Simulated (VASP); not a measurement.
Crystal: AlP.

```
Al P
1.0
     0.00000    2.73926    2.73926
     2.73926    0.00000    2.73926
     2.73926    2.73926    0.00000
Al P
1 1
Direct
  0.00000 0.00000 0.00000
  0.25000 0.25000 0.25000
```

Base run:

```yaml
Program: VASP 6.6.1
Functional: r2SCAN
Potentials_or_basis: VASP PAW PBE potentials, release 64 (Al, P)
Cutoff: 550 eV
k_mesh: 8 × 8 × 8
Occupations: gaussian, width 0.01 eV
Spin: no spin polarisation
```

Its results: band gap on the k mesh 1.93 eV (least direct gap 3.91 eV); pressure -0.3 GPa.

Problem. The run is repeated on the same cell with these changes: functional from r2SCAN to PBE; cutoff from 550 eV to 500 eV; occupations from gaussian, width 0.01 eV to fermi-dirac, width 0.02 eV. What comes out?

Solution. Band gap on the k mesh 1.60 eV (least direct gap 3.22 eV); pressure 1.3 GPa.

Caveats: the PAW data sets were made with another functional, which shifts forces and pressure a little (at least some runs).

A k mesh can miss the band edges.
